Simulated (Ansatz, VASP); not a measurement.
# Two plane-wave programs on In4Ru

```xyz
5
Lattice="-3.1369 3.1369 3.1369 3.1369 -3.1369 3.1369 3.1369 3.1369 -3.1369" Properties=species:S:1:pos:R:3 pbc="T T T"
In    1.5684    1.5684   -1.5684
In   -1.5684    1.5684    1.5684
In    1.5684   -1.5684    1.5684
In    1.5684    1.5684    1.5684
Ru    0.0000    0.0000    0.0000
```

Change from the starting cell: species swapped into the Hg4Pt type (Im-3m, No. 229).

Alike in both runs: functional PBE; k mesh 8 × 8 × 8; occupations gaussian, width 0.1 eV; no spin polarisation.

Ansatz relaxed the structure, and its values are those at the end. VASP's run is a single point on that final structure, the one shown.

|  | VASP | Ansatz |
| --- | --- | --- |
| version | VASP 6.6.1 | Ansatz 0.2.0 |
| potentials or method | VASP PAW PBE potentials, release 64 (In_d, Ru_pv), cutoff 520 eV | scalar-relativistic, plane waves, PAW |
| valence electrons in the cell | 66 | 68 |

```csv
,VASP,Ansatz,Ansatz less VASP
gap on the k mesh at the Fermi level (eV),none,none,-
pressure (GPa),0.0,0.0,0.00
```

A gap of «none» marks a metal or a gap that the smearing closes. VASP's potentials hold 66 valence electrons a cell and Ansatz's 68, so a difference there can come from the potentials and not from the codes.
